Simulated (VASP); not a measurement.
Here is a VASP 6.6.1 calculation.

Contents of INCAR:

```
ALGO = Normal
EDIFF = 1E-7
ENCUT = 520
GGA = CA
ISIF = 2
ISMEAR = 0
LASPH = T
LCHARG = F
LREAL = F
LWAVE = F
NBANDS = 20
NELM = 80
PREC = Accurate
SIGMA = 0.15
```

The input KPOINTS:

```
k-points
0
Gamma
  18 18 10
```

File POSCAR:

```
Ta2N
1.0
    3.0888235714      0.0000000000      0.0000000000
   -1.5444117857      2.6749996806      0.0000000000
    0.0000000000      0.0000000000      4.8293503278
Ta N
2 1
Direct
    0.6666666667      0.3333333333      0.7466885012
    0.3333333333      0.6666666667      0.2533114988
    0.0000000000      0.0000000000      0.0000000000
```

Potentials or basis: VASP PAW LDA potentials, release 64 (Ta_pv, N).

Launch:

```console
$ cat potpaw_LDA.64/Ta_pv/POTCAR potpaw_LDA.64/N/POTCAR > POTCAR
$ mpirun -np 1 vasp_std > vasp.out
```

(1) Estimate the pressure.

(2) Estimate the largest force.

Results:

(1) -6.4 GPa.

(2) 0.118 eV/Å.
